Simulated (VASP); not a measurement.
A run of VASP 6.6.1 is set up as follows.

File INCAR:

```
SYSTEM = GaAs
PREC = Accurate
ENCUT = 520
EDIFF = 1E-8
ISMEAR = -1
SIGMA = 0.05
LREAL = .FALSE.
LASPH = .TRUE.
NELM = 60
ALGO = Normal
ISIF = 2
LWAVE = .FALSE.
LCHARG = .FALSE.
GGA = PE
LEFG = .TRUE.
NBANDS = 16
```

The input KPOINTS:

```
Automatic mesh
0
G
  11 11 11
  0 0 0
```

POSCAR

```
GaAs
1.0
    0.0000000000      2.8362415972      2.8362415972
    2.8362415972      0.0000000000      2.8362415972
    2.8362415972      2.8362415972      0.0000000000
Ga As
1 1
Direct
    0.0000000000      0.0000000000      0.0000000000
    0.7500000000      0.7500000000      0.7500000000
```

Potentials or basis: VASP PAW PBE potentials, release 64 (Ga_d, As).

Launch:

```sh
$ cat potpaw_PBE.64/Ga_d/POTCAR potpaw_PBE.64/As/POTCAR > POTCAR
$ mpirun -np 1 vasp_std > vasp.out
```

(1) Predict the band gap on the k mesh.

(2) Estimate the pressure.

Answers

(1) 0.45 eV, direct.

(2) 2.7 GPa.

Caveat: without QUAD_EFG the Cq values of the log hold for a quadrupole moment of 1 mb, not for the nuclei.
